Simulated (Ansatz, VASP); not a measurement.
## Te2Mo in VASP and in Ansatz

```xyz
6
Lattice="3.4681 0.0000 0.0000 -1.7341 3.0035 0.0000 0.0000 0.0000 15.2047" Properties=species:S:1:pos:R:3 pbc="T T T"
Te    0.0000    2.0023    9.5956
Te    1.7341    1.0012    1.9933
Te    0.0000    2.0023   13.2115
Te    1.7341    1.0012    5.6091
Mo    0.0000    2.0023    3.8012
Mo    1.7341    1.0012   11.4035
```

Change from the starting cell: strain -0.025 along x and y, +0.000 along z, atoms carried along.

Alike in both runs: task single point; functional PBE; k mesh 12 × 12 × 2; occupations gaussian, width 0.05 eV; no spin polarisation.

|  | VASP | Ansatz |
| --- | --- | --- |
| version | VASP 6.6.1 | Ansatz 0.2.0 |
| potentials or method | VASP PAW PBE potentials, release 64 (Te, Mo_sv), cutoff 520 eV | scalar-relativistic, plane waves, PAW |
| valence electrons in the cell | 52 | 92 |

VASP gave:

```
gap on the k mesh at the Fermi level (eV)                     : 0.97
least direct gap on the mesh (eV)                             : 1.20
pressure (GPa)                                                : 4.5
traceless stress, the component that is largest in VASP (GPa) : -0.90
rms of the force components (eV/Å)                            : 0.230
```

Task: Estimate Ansatz's values.

Result: gap on the k mesh at the Fermi level (eV): 0.97; least direct gap on the mesh (eV): 1.20; pressure (GPa): 4.5; traceless stress, the component that is largest in VASP (GPa): -0.96; rms of the force components (eV/Å): 0.223.

Atom by atom the forces differ by 0.007 eV/Å (rms over components). The functional is the same, so the differences come from potentials, cutoffs and numerics. VASP's potentials hold 52 valence electrons a cell and Ansatz's 92, so a difference there can come from the potentials and not from the codes.

Spin-orbit coupling is off throughout.
